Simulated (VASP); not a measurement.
**Ta3N: single point with PBE**

The system is Ta3N.

```
Ta N
1.0
     3.05199    0.00000    0.00000
    -1.52600    2.59076    0.00000
     0.00000    0.00000    7.55759
Ta N
3 1
Direct
  0.00000 0.00000 0.50000
  0.33333 0.66667 0.17360
  0.66667 0.33333 0.82640
  0.00000 0.00000 0.00000
```

This cell differs from its parent crystal: strain +0.0100 x Voigt [1, -1, 0, 0, 0, 0].

```json
{
  "Program": "VASP 6.6.1",
  "Task": "single point",
  "Functional": "PBE",
  "Potentials or basis": "VASP PAW PBE potentials, release 64 (Ta_pv, N)",
  "Cutoff": "520 eV",
  "k mesh": "18 × 18 × 6",
  "Occupations": "gaussian, width 0.15 eV",
  "Spin": "no spin polarisation"
}
```

```yaml
Pressure: 0.4 GPa
Largest_force: 0.098 eV/Å
Band_gap_on_the_k_mesh: zero (bands 19 and 20 overlap by 0.81 eV)
```

Forces in eV/Å, atoms in the order of the input:
```
Ta   0.000  0.000  0.000
Ta   0.000  0.080  0.057
Ta   0.000 -0.080 -0.057
N    0.000  0.000  0.000
```

Stress tensor (GPa, compression positive):
```
-1.16  0.00  0.00
 0.00  1.85 -0.25
 0.00 -0.25  0.41
```

Levels at points of the mesh, in eV from the Fermi level:
```csv
k point,band 17,band 18,band 19,band 20,band 21,band 22
"(0.00, 0.00, 0.00)",-0.61,-0.38,-0.25,0.16,0.49,0.91
"(0.50, 0.00, 0.00)",-1.19,-0.55,0.12,0.83,0.84,3.54
"(0.00, 0.50, 0.00)",-1.08,-0.45,0.19,0.61,1.00,3.55
"(0.00, 0.00, 0.50)",-1.16,-0.42,-0.05,0.41,0.76,1.18
"(0.50, 0.00, 0.50)",-1.34,-1.27,0.14,0.85,1.39,2.49
"(0.00, 0.50, 0.50)",-1.24,-1.22,0.21,0.99,1.20,2.33
```

Wall time 7.9 min on 1 thread of AMD EPYC 9R45 (Zen 5), with other jobs on the host, peak memory 0.69 GiB.

Caveat: the cell differs from its parent crystal (strain +0.0100 x Voigt [1, -1, 0, 0, 0, 0]); spin-orbit coupling is left out, which moves the levels of the heavy elements.
